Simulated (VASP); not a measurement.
Here is a VASP 6.6.1 calculation.

The input INCAR:

```
SYSTEM = H13C3S2
PREC = Accurate
ENCUT = 520
EDIFF = 1E-7
ISMEAR = -1
SIGMA = 0.05
LREAL = Auto
LASPH = .TRUE.
NELM = 80
ALGO = Normal
ISIF = 2
LWAVE = .FALSE.
LCHARG = .FALSE.
GGA = PE
IVDW = 12
NBANDS = 61
```

The input KPOINTS:

```
Automatic mesh
0
G
  1 1 1
  0 0 0
```

POSCAR

```
H13C3S2
1.0
    8.7538210000      0.0000000000      0.0000000000
    0.0000000000      8.7538210000      0.0000000000
    0.0000000000      0.0000000000      8.7538210000
C H S
6 26 4
Direct
    0.6918692991     -0.0013594064      0.1152525280
    0.5758399675      0.1086268499      0.1913450138
    0.4090785041      0.5078125312      1.0248553175
    0.5773935748      0.4986736649      0.9619456464
    0.7494327334      0.1301831509      0.6951021731
    0.6886364252      0.0224130697      0.5725728228
    0.7484845760     -0.0739448522      0.2005752688
    0.6383840839     -0.0640063351      0.0259201096
    0.7892781906      0.0714887819      0.0622699505
    0.5156262619      0.1823089597      0.1083526839
    0.4783625345      0.0538850406      0.2583900219
    0.6334148254      0.1833370822      0.2840702363
    0.3715520342      0.6317698294      1.0339713366
    0.3325404986      0.4342789280      0.9606776287
    0.4330337575      0.4833432166      1.1503547993
    0.6225738452      0.3817989881      0.9738375962
    0.5855728601      0.5336069815      0.8419866022
    0.6405202939      0.5828883181      1.0268658681
    0.7262314365      0.0950899042      0.8148213220
    0.8730016298      0.1426234327      0.6844896646
    0.6893561109      0.2380903151      0.6787321788
    0.7188632256      0.0764694640      0.4633862173
    0.7389573079     -0.0911373445      0.5895139962
    0.5676835293      0.0085676872      0.5702881062
    0.2145348871      0.1468158876      0.7717087201
    0.2834305157     -0.0458999561      0.7600109712
   -0.0969176774      0.3953130867      0.9459526303
   -0.1545610768      0.5669638436      1.0387007000
    0.2095199342      0.0249148343      0.3686847149
    0.1371401129     -0.0400282345      0.1728273859
    1.1190998765      0.3665827757      0.4376146142
    0.9857523932      0.3477224403      0.6110588736
    0.2411746825      0.0419131257      0.8762345038
   -0.0211678991      0.4956349919      1.0264774662
    0.0819870546      0.0511548043      0.2837960703
    1.1109320147      0.4261339134      0.5826598465
```

Potentials or basis: VASP PAW PBE potentials, release 64 (C, H, S).

Launch:

```sh
$ cat potpaw_PBE.64/C/POTCAR potpaw_PBE.64/H/POTCAR potpaw_PBE.64/S/POTCAR > POTCAR
$ mpirun -np 1 vasp_gam > vasp.out
```

Task: Predict the pressure.

Result: -0.3 GPa.

Task: What does it give for the dispersion energy per atom?

Result: -0.032 eV.

Task: What does it give for the largest force?

Result: 2.924 eV/Å.

Task: What does it give for the band gap on the k mesh?

Result: 4.31 eV.

Forces on the atoms (eV/Å):
```
C    1.102  2.207  0.742
C   -0.238  0.432  1.529
C    2.094  1.397  1.488
C   -1.456  0.121 -0.441
C   -0.808 -0.140  0.544
C    1.282  0.068  0.239
H   -0.178 -0.194 -0.110
H   -0.353 -0.821 -0.765
H   -1.162 -0.883  0.521
H    0.367 -0.034  0.078
H    0.945 -0.039 -0.704
H   -0.571 -0.649 -1.361
H    0.006 -1.040 -0.678
H   -0.447 -0.143  0.324
H   -1.111 -0.554 -0.975
H    0.082  0.279  0.108
H   -0.004 -0.086 -0.176
H    0.555  0.090  0.338
H    0.000 -0.106 -0.408
H    0.189  0.175 -0.059
H    0.259  0.567  0.135
H    0.182 -0.619 -0.145
H    0.112 -0.058 -0.491
H   -1.167  0.033  0.298
H   -0.301  1.019 -0.411
H    0.235 -0.667 -0.220
H   -0.298 -1.043 -0.697
H   -0.326  0.563  0.249
H   -0.242  0.104 -0.066
H   -0.092  0.019 -0.112
H   -0.005  0.207  0.474
H   -0.766 -0.412  0.190
S    0.114 -0.303  0.537
S    0.902  0.442  0.443
S    0.295 -0.083  0.252
S    0.803  0.154 -0.670
```

Caveat: the k points lie up to 0.72 Å⁻¹ apart.
